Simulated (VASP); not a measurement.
Crystal: AlN.

```
Al N
1.0
     0.00000    1.97800    1.97800
     1.97800    0.00000    1.97800
     1.97800    1.97800    0.00000
Al N
1 1
Direct
  0.00000 0.00000 0.00000
  0.50000 0.50000 0.50000
```

| Property | Result |
| --- | --- |
| Program | VASP 6.6.1 |
| Task | relaxation of cell and atoms |
| Functional | PBE |
| Potentials or basis | VASP PAW PBE potentials, release 64 (Al, N) |
| Cutoff | 600 eV |
| k mesh | 8 × 8 × 8 |
| Occupations | gaussian, width 0.1 eV |
| Spin | no spin polarisation |

At the start: pressure 25.1 GPa; volume 7.74 Å³/atom.

Question: Where does the relaxation end?

Answer: Over 3 steps the energy falls by 49.6 meV/atom and the volume is 8.43 Å³/atom (+8.9 %); space group Fm-3m (No. 225, to 0.05 Å).

Step by step:
```csv
step,energy change (eV),largest force (eV/Å),pressure (GPa),volume (Å³)
1,0.0000,0.0000,25.09,15.48
2,-0.0066,0.0000,-18.21,18.35
3,-0.0992,0.0000,-0.23,16.86
```

Final structure:
```yaml
crystal:
  lattice:
    - [0.00000, 2.03510, 2.03510]
    - [2.03510, 0.00000, 2.03510]
    - [2.03510, 2.03510, 0.00000]
  atoms:
    - { symbol: Al, position: [0.00000, 0.00000, 0.00000] }
    - { symbol: N, position: [0.50000, 0.50000, 0.50000] }
```
